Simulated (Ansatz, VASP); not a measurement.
## SnS2: VASP beside Ansatz

Contents of POSCAR:

```
SnS2
1.0
    3.5509321645      0.0000000000      0.0000000000
   -1.7754660822      3.0751974616      0.0000000000
    0.0000000000      0.0000000000      6.0949830907
Sn S
1 2
Direct
    0.0000000000      0.0000000000      0.0000000000
    0.3333333333      0.6666666667      0.2465001899
    0.6666666667      0.3333333333      0.7534998101
```

INCAR.step1

```
PREC = Accurate
ENCUT = 400
EDIFF = 1E-5
ISMEAR = 0
SIGMA = 0.01
LREAL = False
LASPH = True
NELM = 120
ALGO = Normal
ISIF = 2
LWAVE = True
LCHARG = False
GGA = PE
NBANDS = 20
GGA_COMPAT = False
```

The input INCAR.step2:

```
PREC = Accurate
ENCUT = 400
EDIFF = 1E-6
ISMEAR = 0
SIGMA = 0.01
LREAL = False
LASPH = True
NELM = 120
ALGO = Normal
ISIF = 2
LWAVE = False
LCHARG = False
GGA = PE
LHFCALC = True
HFSCREEN = 0.2079
PRECFOCK = Normal
ISTART = 1
NBANDS = 20
GGA_COMPAT = False
```

KPOINTS

```
Automatic mesh
0
Gamma
  6 6 4
```

Input for Ansatz:

```yaml
crystal:
  lattice:
    - [3.5509321645, 0.0, 0.0]
    - [-1.7754660822, 3.0751974616, 0.0]
    - [0.0, 0.0, 6.0949830907]
  atoms:
    - { symbol: Sn, position: [0.0, 0.0, 0.0] }
    - { symbol: S, position: [0.3333333333, 0.6666666667, 0.2465001899] }
    - { symbol: S, position: [0.6666666667, 0.3333333333, 0.7534998101] }
kpoints:
  mp_grid: { grid: [6, 6, 4] }
  band_path:
    path:
      - [0.0, 0.0, 0.0]
      - [0.5, 0.0, 0.0]
      - [0.3333333333, 0.3333333333, 0.0]
      - [0.0, 0.0, 0.5]
      - [0.5, 0.0, 0.5]
      - [0.3333333333, 0.3333333333, 0.5]
      - [0.0, -0.5, 0.25]
      - [0.0, 0.130208, -0.161458]
      - [0.0, 0.473958, 0.361979]
    npoints: 1
hamiltonian:
  xc: hse06
scf:
  occupations: { method: fixed }
  n_extra_bands: 4
output:
  forces: true
  stress: true
  eigenvalues: true
```

Change from the starting cell: epitaxial_xy strain -3.0%.

Alike in both runs: task single point; functional HSE06; k mesh 6 × 6 × 4; no spin polarisation.

```csv
,VASP,Ansatz
version,VASP 6.6.1,Ansatz 0.2.0
potentials or method,"VASP PAW PBE potentials, release 64 (Sn_d, S)","plane waves, PAW"
plane-wave cutoff (eV),400,420
occupations,"gaussian, width 0.01 eV",fixed
valence electrons in the cell,26,26
```

VASP gave:

```
gap on the k mesh at the Fermi level (eV)                     : 2.30
pressure (GPa)                                                : 3.4
traceless stress, the component that is largest in VASP (GPa) : -3.67
rms of the force components (eV/Å)                            : 0.128
```

Question: What did Ansatz give for the same quantities?

Answer: gap on the k mesh at the Fermi level (eV): 2.30; pressure (GPa): 3.6; traceless stress, the component that is largest in VASP (GPa): -3.67; rms of the force components (eV/Å): 0.122.

Atom by atom the forces differ by 0.007 eV/Å (rms over components). Ansatz's warnings: stress exchange threshold loose, stress scf threshold loose.
